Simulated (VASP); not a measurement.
A run of VASP 6.6.1 is set up as follows.

Contents of INCAR:

```
SYSTEM = ZrHPb3
PREC = Accurate
ENCUT = 520
EDIFF = 1E-6
ISMEAR = 0
SIGMA = 0.1
LREAL = .FALSE.
LASPH = .TRUE.
NELM = 100
ALGO = Normal
ISIF = 2
LWAVE = .FALSE.
LCHARG = .FALSE.
GGA = PE
NBANDS = 36
```

The input KPOINTS:

```
regular mesh
0
G
  4 4 4
  0 0 0
```

Contents of POSCAR:

```
ZrHPb3
1.0
    4.8674151469      0.0000000000      0.0000000000
    0.0000000000      4.8674151469      0.0000000000
    0.0000000000      0.0000000000      4.8674151469
Zr H Pb
1 1 3
Direct
    0.0000000000      0.0000000000      0.0000000000
    0.5000000000      0.5000000000      0.5000000000
    0.0000000000      0.5000000000      0.5000000000
    0.5000000000      0.0000000000      0.5000000000
    0.5000000000      0.5000000000      0.0000000000
```

Potentials or basis: VASP PAW PBE potentials, release 64 (Zr_sv, H, Pb_d).

The run is started by

```console
$ cat potpaw_PBE.64/Zr_sv/POTCAR potpaw_PBE.64/H/POTCAR potpaw_PBE.64/Pb_d/POTCAR > POTCAR
$ mpirun -np 1 vasp_std > vasp.out
```

(1) Predict the pressure.

Results:

(1) 0.0 GPa.
